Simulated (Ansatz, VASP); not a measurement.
**Se: VASP beside Ansatz**

```
Se
1.0
     5.58778    0.00000    0.00000
     0.00000    5.58778    0.00000
     0.00000    0.00000    5.58778
Se
8
Direct
  0.00000 0.00000 0.00000
  0.50000 0.50000 0.50000
  0.25000 0.00000 0.50000
  0.75000 0.00000 0.50000
  0.50000 0.25000 0.00000
  0.50000 0.75000 0.00000
  0.00000 0.50000 0.25000
  0.00000 0.50000 0.75000
```

Alike in both runs: task relaxation of cell and atoms; functional PBE; k mesh 5 × 5 × 5; occupations fermi-dirac, width 0.1 eV; no spin polarisation.

|  | VASP | Ansatz |
| --- | --- | --- |
| version | VASP 6.6.1 | Ansatz 0.2.0 |
| potentials or method | VASP PAW PBE potentials, release 64 (Se), cutoff 600 eV | plane waves (420 eV) with PAW, scalar-relativistic |
| valence electrons in the cell | 48 | 128 |

|  | VASP | Ansatz | Ansatz less VASP |
| --- | --- | --- | --- |
| relaxed volume (Å³/atom) | 20.85 | 20.85 | +0.002 |
| relaxed length of the cell vector where the two differ most in proportion (Å) | 5.505 | 5.505 | +0.0002 |

VASP's potentials hold 48 valence electrons a cell and Ansatz's 128, so a difference there can come from the potentials and not from the codes.
